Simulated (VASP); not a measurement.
# Al2Pt in VASP: notebook, part 2 of 2

VASP 6.6.1. Earlier steps stand in the parts before.

### Step 4. Electric field gradients, LDA

This run uses another cell than the first one, of 17.20 Å³/atom, 0.962 times its volume.

Input file INCAR:

```
SYSTEM = Al2Pt
PREC = Accurate
ENCUT = 520
EDIFF = 1E-8
ISMEAR = -1
SIGMA = 0.08
LREAL = .FALSE.
LASPH = .TRUE.
NELM = 80
ALGO = Normal
ISIF = 2
LWAVE = .FALSE.
LCHARG = .FALSE.
LEFG = .TRUE.
NBANDS = 15
```

Input file KPOINTS:

```
regular mesh
0
G
  12 12 12
  0 0 0
```

Input file POSCAR:

```
Al2Pt
1.0
    0.0000000000      2.9550000000      2.9550000000
    2.9550000000      0.0000000000      2.9550000000
    2.9550000000      2.9550000000      0.0000000000
Al Pt
2 1
Direct
    0.2500000000      0.2500000000      0.2500000000
    0.7500000000      0.7500000000      0.7500000000
    0.0000000000      0.0000000000      0.0000000000
```

Potentials or basis: VASP PAW LDA potentials, release 64 (Al, Pt).

Started as:

```
> cat potpaw_LDA.64/Al/POTCAR potpaw_LDA.64/Pt/POTCAR > POTCAR
> mpirun -np 1 vasp_std > vasp.out
```

OUTCAR:

```text
SYSTEM = Al2Pt
   PREC = Accurate
   ENCUT = 520
   EDIFF = 1E-8
   ISMEAR = -1
   LREAL = .FALSE.
   LASPH = .TRUE.
   NELM = 80
   ISIF = 2

 ion  position               nearest neighbor table
   1  0.250  0.250  0.250-   3 2.56   3 2.56   3 2.56   3 2.56   2 2.96   2 2.96   2 2.96   2 2.96
                             2 2.96   2 2.96
   2  0.750  0.750  0.750-   3 2.56   3 2.56   3 2.56   3 2.56   1 2.96   1 2.96   1 2.96   1 2.96
                             1 2.96   1 2.96
   3  0.000  0.000  0.000-   2 2.56   2 2.56   2 2.56   1 2.56   2 2.56   1 2.56   1 2.56   1 2.56

  LATTYP: Found a face centered cubic cell.
 ALAT       =     5.9100000000

  Lattice vectors:

 A1 = (   0.0000000000,   2.9550000000,   2.9550000000)
 A2 = (   2.9550000000,   0.0000000000,   2.9550000000)
 A3 = (   2.9550000000,   2.9550000000,   0.0000000000)

Analysis of symmetry for initial positions (statically):
=====================================================================
 Subroutine PRICEL returns:
 Original cell was already a primitive cell.

 Routine SETGRP: Setting up the symmetry group for a
 face centered cubic supercell.

 Subroutine GETGRP returns: Found 48 space group operations
[... 9 lines left out ...]

 Routine SETGRP: Setting up the symmetry group for a
 face centered cubic supercell.

 Subroutine GETGRP returns: Found 48 space group operations
 (whereof 48 operations were pure point group operations)
 out of a pool of 48 trial point group operations.

The dynamic configuration has the point symmetry O_h .

 Subroutine INISYM returns: Found 48 space group operations
 (whereof 48 operations are pure point group operations),
 and found     1 'primitive' translations

[... 569 lines left out ...]
      4       3.1599      2.00000
      5       3.7501      2.00000
      6       4.0862      2.00000
      7       4.4646      2.00000
      8       7.2157      1.99665
      9       8.3690      0.00065
     10      11.1794      0.00000
     11      13.3402      0.00000
     12      13.6604      0.00000
     13      14.6129      0.00000
     14      16.4606      0.00000
     15      16.8832      0.00000

 [... further k-points ...]
[... 5 lines left out ...]
  --------------------------------------------------------------------------------------
  -------------------------------------------------------------------------------------
  Total       -1.1597119     -1.1597119     -1.1597119     -0.0000000     -0.0000000      0.0000000
  in kB      -36.0046219    -36.0046219    -36.0046219     -0.0000000     -0.0000000      0.0000000
  external PRESSURE =     -36.0046219 kB  Pullay stress =       0.0000000 kB

 VOLUME and BASIS-vectors are now :
 -----------------------------------------------------------------------------
  energy-cutoff  :      520.00
  volume of cell :       51.61
      direct lattice vectors                 reciprocal lattice vectors
     0.000000000  2.955000000  2.955000000    -0.169204738  0.169204738  0.169204738
     2.955000000  0.000000000  2.955000000     0.169204738 -0.169204738  0.169204738
     2.955000000  2.955000000  0.000000000     0.169204738  0.169204738 -0.169204738

 POSITION                                       TOTAL-FORCE (eV/Angst)
 -----------------------------------------------------------------------------------
      1.47750      1.47750      1.47750         0.000000      0.000000      0.000000
      4.43250      4.43250      4.43250        -0.000000     -0.000000     -0.000000
      0.00000      0.00000      0.00000        -0.000000     -0.000000      0.000000
 -----------------------------------------------------------------------------------
    total drift:                                0.000000     -0.000000      0.000000

  FREE ENERGIE OF THE ION-ELECTRON SYSTEM (eV)
  ---------------------------------------------------
  free  energy   TOTEN  =       -18.5943051359 eV

  energy  without entropy=      -18.5687419061  energy(sigma->0) =      -18.58152352

 Electric field gradients (V/A^2)
---------------------------------------------------------------------
 ion       V_xx      V_yy      V_zz      V_xy      V_xz      V_yz
---------------------------------------------------------------------
   1       0.000     0.000    -0.000     0.000     0.000     0.000
   2       0.000     0.000    -0.000     0.000     0.000     0.000
   3      -0.000     0.000     0.000     0.000     0.000     0.000
---------------------------------------------------------------------

 Electric field gradients after diagonalization (V/A^2)
 (convention: |V_zz| > |V_xx| > |V_yy|)
----------------------------------------------------------------------
 ion       V_xx      V_yy      V_zz     asymmetry (V_yy - V_xx)/ V_zz
----------------------------------------------------------------------
   1      -0.000    -0.000     0.000       0.000
   2      -0.000    -0.000     0.000       0.000
   3      -0.000    -0.000     0.001       0.000
----------------------------------------------------------------------

           NMR quadrupolar parameters

 Cq : quadrupolar parameter    Cq=e*Q*V_zz/h
 eta: asymmetry parameters     (V_yy - V_xx)/ V_zz
 Q  : nuclear electric quadrupole moment in mb (millibarn)
----------------------------------------------------------------------
 ion       Cq(MHz)       eta       Q (mb)
----------------------------------------------------------------------
   1       0.000       0.000       1.000
   2       0.000       0.000       1.000
   3       0.000       0.000       1.000
----------------------------------------------------------------------
```

Wall time 32 s (1 thread of AMD EPYC 9R14 (Zen 4), shared host); peak memory 0.16 GiB.

Results:

```yaml
Free_energy: -18.5943 eV
Pressure: -3.6 GPa
Band_gap_on_the_k_mesh: zero (band 8 reaches 11.53 eV, above the bottom of band 9 at 6.12 eV)
```

Levels at points of the mesh, in eV from the Fermi level:
```
           k point  band 5  band 6  band 7  band 8  band 9  band 10  band 11  band 12
(0.00, 0.00, 0.00)   -3.73   -3.73    2.80    3.81    3.81     3.81     5.38     5.38
(0.50, 0.00, 0.00)   -3.76   -3.52   -3.52    1.00    1.00     3.68     5.13     5.13
(0.50, 0.50, 0.00)   -3.84   -3.45   -3.24   -1.61   -1.61     3.07     3.35     8.08
```

Caveat: without QUAD_EFG the Cq values of the log hold for a quadrupole moment of 1 mb, not for the nuclei; spin-orbit coupling is left out, which moves the levels of the heavy elements.

### Step 5. Electric field gradients, LDA

This run uses another cell than the first one, of 17.20 Å³/atom, 0.962 times its volume.

Input file INCAR:

```
PREC = Accurate
ENCUT = 520
EDIFF = 1E-8
ISMEAR = -1
SIGMA = 0.08
LREAL = F
LASPH = T
NELM = 100
ALGO = Normal
ISIF = 2
LWAVE = F
LCHARG = F
LEFG = T
NBANDS = 15
```

Input file KPOINTS:

```
Automatic mesh
0
Gamma
  12 12 12
```

POSCAR is that of step 4.

Potentials or basis: VASP PAW LDA potentials, release 64 (Al, Pt).

Started as:

```
> cat potpaw_LDA.64/Al/POTCAR potpaw_LDA.64/Pt/POTCAR > POTCAR
> mpirun -np 1 vasp_std > vasp.out
```

OUTCAR:

```text
PREC = Accurate
   ENCUT = 520
   EDIFF = 1E-8
   ISMEAR = -1
   LREAL = F
   LASPH = T
   NELM = 100
   ISIF = 2

 ion  position               nearest neighbor table
   1  0.250  0.250  0.250-   3 2.56   3 2.56   3 2.56   3 2.56   2 2.96   2 2.96   2 2.96   2 2.96
                             2 2.96   2 2.96
   2  0.750  0.750  0.750-   3 2.56   3 2.56   3 2.56   3 2.56   1 2.96   1 2.96   1 2.96   1 2.96
                             1 2.96   1 2.96
   3  0.000  0.000  0.000-   2 2.56   2 2.56   2 2.56   1 2.56   2 2.56   1 2.56   1 2.56   1 2.56

  LATTYP: Found a face centered cubic cell.
 ALAT       =     5.9100000000

  Lattice vectors:

 A1 = (   0.0000000000,   2.9550000000,   2.9550000000)
 A2 = (   2.9550000000,   0.0000000000,   2.9550000000)
 A3 = (   2.9550000000,   2.9550000000,   0.0000000000)

Analysis of symmetry for initial positions (statically):
=====================================================================
 Subroutine PRICEL returns:
 Original cell was already a primitive cell.

 Routine SETGRP: Setting up the symmetry group for a
 face centered cubic supercell.

 Subroutine GETGRP returns: Found 48 space group operations
[... 9 lines left out ...]

 Routine SETGRP: Setting up the symmetry group for a
 face centered cubic supercell.

 Subroutine GETGRP returns: Found 48 space group operations
 (whereof 48 operations were pure point group operations)
 out of a pool of 48 trial point group operations.

The dynamic configuration has the point symmetry O_h .

 Subroutine INISYM returns: Found 48 space group operations
 (whereof 48 operations are pure point group operations),
 and found     1 'primitive' translations

[... 572 lines left out ...]
      7       4.4646      2.00000
      8       7.2157      1.99665
      9       8.3690      0.00065
     10      11.1794      0.00000
     11      13.3402      0.00000
     12      13.6604      0.00000
     13      14.6129      0.00000
     14      16.4606      0.00000
     15      16.8832      0.00000

 [... further k-points ...]
[... 5 lines left out ...]
  --------------------------------------------------------------------------------------
  -------------------------------------------------------------------------------------
  Total       -1.1597119     -1.1597119     -1.1597119     -0.0000000     -0.0000000      0.0000000
  in kB      -36.0046219    -36.0046219    -36.0046219     -0.0000000     -0.0000000      0.0000000
  external PRESSURE =     -36.0046219 kB  Pullay stress =       0.0000000 kB

 VOLUME and BASIS-vectors are now :
 -----------------------------------------------------------------------------
  energy-cutoff  :      520.00
  volume of cell :       51.61
      direct lattice vectors                 reciprocal lattice vectors
     0.000000000  2.955000000  2.955000000    -0.169204738  0.169204738  0.169204738
     2.955000000  0.000000000  2.955000000     0.169204738 -0.169204738  0.169204738
     2.955000000  2.955000000  0.000000000     0.169204738  0.169204738 -0.169204738

 POSITION                                       TOTAL-FORCE (eV/Angst)
 -----------------------------------------------------------------------------------
      1.47750      1.47750      1.47750         0.000000      0.000000      0.000000
      4.43250      4.43250      4.43250        -0.000000     -0.000000     -0.000000
      0.00000      0.00000      0.00000        -0.000000     -0.000000      0.000000
 -----------------------------------------------------------------------------------
    total drift:                                0.000000     -0.000000      0.000000

  FREE ENERGIE OF THE ION-ELECTRON SYSTEM (eV)
  ---------------------------------------------------
  free  energy   TOTEN  =       -18.5943051359 eV

  energy  without entropy=      -18.5687419061  energy(sigma->0) =      -18.58152352

 Electric field gradients (V/A^2)
---------------------------------------------------------------------
 ion       V_xx      V_yy      V_zz      V_xy      V_xz      V_yz
---------------------------------------------------------------------
   1       0.000     0.000    -0.000     0.000     0.000     0.000
   2       0.000     0.000    -0.000     0.000     0.000     0.000
   3      -0.000     0.000     0.000     0.000     0.000     0.000
---------------------------------------------------------------------

 Electric field gradients after diagonalization (V/A^2)
 (convention: |V_zz| > |V_xx| > |V_yy|)
----------------------------------------------------------------------
 ion       V_xx      V_yy      V_zz     asymmetry (V_yy - V_xx)/ V_zz
----------------------------------------------------------------------
   1      -0.000    -0.000     0.000       0.000
   2      -0.000    -0.000     0.000       0.000
   3      -0.000    -0.000     0.001       0.000
----------------------------------------------------------------------

           NMR quadrupolar parameters

 Cq : quadrupolar parameter    Cq=e*Q*V_zz/h
 eta: asymmetry parameters     (V_yy - V_xx)/ V_zz
 Q  : nuclear electric quadrupole moment in mb (millibarn)
----------------------------------------------------------------------
 ion       Cq(MHz)       eta       Q (mb)
----------------------------------------------------------------------
   1       0.000       0.000       1.000
   2       0.000       0.000       1.000
   3       0.000       0.000       1.000
----------------------------------------------------------------------
```

Wall time 31 s (1 thread of AMD EPYC 9R14 (Zen 4), shared host); peak memory 0.16 GiB.

What came out:

| Property | Result |
| --- | --- |
| Free energy | -18.5943 eV |
| Pressure | -3.6 GPa |
| Band gap on the k mesh | zero (band 8 reaches 11.53 eV, above the bottom of band 9 at 6.12 eV) |

Caveat: without QUAD_EFG the Cq values of the log hold for a quadrupole moment of 1 mb, not for the nuclei; spin-orbit coupling is left out, which moves the levels of the heavy elements.

### Step 6. Summary

```csv
cell,gap on the mesh (eV),pressure (GPa)
"a = 4.234 Å, angles 60.0°, 3 atoms",none,-8.2
"a = 4.137, b = 4.137, c = 4.095 Å, angles 60.3, 60.3, 59.3°, 3 atoms",none,2.1
"a = 4.179 Å, angles 60.0°, 3 atoms",none,-3.6
```

Alike in all rows: task electric field gradients; level LDA; potentials or basis VASP PAW LDA potentials, release 64 (Al, Pt); no spin polarisation; k mesh 12 × 12 × 12; cutoff (eV) 520; smearing fermi-dirac 0.08 eV.

Caveats: spin-orbit coupling is left out, which moves the levels of the heavy elements.

Absolute energies hang on the potentials; compare differences alone.
